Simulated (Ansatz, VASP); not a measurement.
**Cd2Se5: VASP beside Ansatz**

```
Cd Se
1.0
     6.14528    0.00000    0.00000
    -3.07264    5.32197    0.00000
     0.00000    0.00000    5.05875
Cd Se
2 5
Direct
  0.00000 0.00000 0.50000
  0.00000 0.00000 0.00000
  0.50000 0.00000 0.50000
  0.00000 0.50000 0.50000
  0.50000 0.50000 0.50000
  0.33333 0.66667 0.00000
  0.66667 0.33333 0.00000
```

Alike in both runs: functional PBE; k mesh 3 × 3 × 3; occupations gaussian, width 0.2 eV; no spin polarisation.

Ansatz relaxed the structure, and its values are those at the end. VASP's run is a single point on that final structure, the one shown.

```csv
,VASP,Ansatz
version,VASP 6.6.1,Ansatz 0.2.0
potentials or method,"VASP PAW PBE potentials, release 64 (Cd, Se), cutoff 500 eV","scalar-relativistic, plane waves, PAW"
valence electrons in the cell,54,120
```

Ansatz gave:

- gap on the k mesh at the Fermi level (eV): none
- pressure (GPa): -0.1

Q: Estimate VASP's values.

A: gap on the k mesh at the Fermi level (eV): none; pressure (GPa): 0.1.

A gap of «none» marks a metal or a gap that the smearing closes. With one functional, cell and mesh, what is left measures potentials, basis and numerics. VASP's potentials hold 54 valence electrons a cell and Ansatz's 120, so a difference there can come from the potentials and not from the codes.

The k mesh is coarse, so the values compare programs but aren't converged.
